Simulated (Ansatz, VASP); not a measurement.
**Two plane-wave programs on P**

The input INCAR:

```
  ALGO = Normal
  EDIFF = 1E-7
  ENCUT = 520
  GGA = PS
  ISIF = 2
  ISMEAR = 0
  LASPH = T
  LCHARG = F
  LREAL = F
  LWAVE = F
  NBANDS = 18
  NELM = 100
  PREC = Accurate
  SIGMA = 0.05
```

Contents of KPOINTS:

```
k-points
0
Gamma
  8 1 6
```

File POSCAR:

```
P
1.0
    3.2837277200      0.0000000000      0.0000000000
    0.0000000000     34.8570309900      0.0000000000
    0.0000000000      0.0000000000      4.6784055571
P
4
Direct
    0.0000000000      0.9702614300      0.5921507200
    0.0000000000      0.0297385700      0.4078492800
    0.5000000000      0.0297385700      0.0921507200
    0.5000000000      0.9702614300      0.9078492800
```

Input for Ansatz:

```yaml
crystal:
  lattice:
    - [3.28372772, 0.0, 0.0]
    - [0.0, 34.85703099, 0.0]
    - [0.0, 0.0, 4.6784055571]
  atoms:
    - { symbol: P, position: [0.0, 0.97026143, 0.59215072] }
    - { symbol: P, position: [0.0, 0.02973857, 0.40784928] }
    - { symbol: P, position: [0.5, 0.02973857, 0.09215072] }
    - { symbol: P, position: [0.5, 0.97026143, 0.90784928] }
basis:
  ecutwfc: 420
kpoints:
  mp_grid: { grid: [8, 1, 6] }
hamiltonian:
  xc: pbesol
scf:
  occupations: { method: gaussian, width: 0.05 }
output:
  forces: true
  stress: true
  eigenvalues: true
```

Change from the starting cell: strain +0.0100 x Voigt [0, 0, 1, 0, 0, 0], atoms carried along.

Alike in both runs: task single point; functional PBEsol; k mesh 8 × 1 × 6; occupations gaussian, width 0.05 eV; no spin polarisation.

|  | VASP | Ansatz |
| --- | --- | --- |
| version | VASP 6.6.1 | Ansatz 0.2.0 |
| potentials or method | VASP PAW PBE potentials, release 64 (P), cutoff 520 eV | scalar-relativistic, plane waves, PAW |
| valence electrons in the cell | 20 | 20 |

```tsv
	VASP	Ansatz	Ansatz less VASP
gap on the k mesh at the Fermi level (eV)	0.95	0.94	-0.016
least direct gap on the mesh (eV)	0.95	0.94	-0.016
rms of the force components (eV/Å)	0.059	0.068	+0.0086
```

VASP's potentials were made for PBE, not for PBEsol. Atom by atom the forces differ by 0.011 eV/Å (rms over components).
